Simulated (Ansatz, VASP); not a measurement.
Two plane-wave programs on As

File INCAR:

```
PREC = Accurate
ENCUT = 600
EDIFF = 1E-6
ISMEAR = -4
SIGMA = 0.1
LREAL = False
LASPH = True
NELM = 150
ALGO = Normal
ISIF = 3
LWAVE = False
LCHARG = False
ISPIN = 2
MAGMOM = 2
LORBIT = 11
GGA = PS
IBRION = 2
NSW = 60
EDIFFG = -0.005
```

File KPOINTS:

```
regular mesh
0
Gamma
  14 14 14
```

Contents of POSCAR:

```
As
1.0
    2.7377415812      0.0000000000      0.0000000000
    0.0000000000      2.7377415812      0.0000000000
    0.0000000000      0.0000000000      2.7377415812
As
1
Direct
    0.0000000000      0.0000000000      0.0000000000
```

Input for Ansatz:

```yaml
crystal:
  lattice:
    - [2.7377415812, 0.0, 0.0]
    - [0.0, 2.7377415812, 0.0]
    - [0.0, 0.0, 2.7377415812]
  atoms:
    - { symbol: As, position: [0.0, 0.0, 0.0], spin: 2.0 }
kpoints:
  mp_grid: { grid: [14, 14, 14] }
scf:
  occupations: { method: tetrahedron_uncorrected }
hamiltonian:
  xc: pbesol
  pseudopotentials: { kind: paw }
output:
  forces: true
  stress: true
relax:
  f_tol: 0.005
  max_steps: 40
  cell: {}
magnetization:
  spin_polarized: true
```

Alike in both runs: task relaxation of cell and atoms; functional PBEsol; k mesh 14 × 14 × 14; collinear spin.

|  | VASP | Ansatz |
| --- | --- | --- |
| version | VASP 6.6.1 | Ansatz 0.2.0 |
| potentials or method | VASP PAW PBE potentials, release 64 (As) | PAW with Ansatz's default frozen-core files, scalar-relativistic |
| plane-wave cutoff (eV) | 600 | 420 |
| occupations | tetrahedron | tetrahedron-uncorrected |
| valence electrons in the cell | 5 | 15 |

Ansatz gave:

```
gap on the k mesh at the Fermi level, each at its own relaxed structure (eV) : none
net moment per atom (μB)                                                     : 0.00
relaxed volume (Å³/atom)                                                     : 19.54
relaxed cell length with the largest relative difference (Å)                 : 2.694
```

Problem. What did VASP give for the same quantities?

Solution. gap on the k mesh at the Fermi level, each at its own relaxed structure (eV): none; net moment per atom (μB): 0.00; relaxed volume (Å³/atom): 19.61; relaxed cell length with the largest relative difference (Å): 2.697.

VASP's potentials were made for PBE, not for PBEsol. A gap of «none» marks a metal or a gap that the smearing closes. VASP's potentials hold 5 valence electrons a cell and Ansatz's 15, so a difference there can come from the potentials and not from the codes. Ansatz's warnings: band table not solved further, forces under tetrahedra, seeded moment not kept.
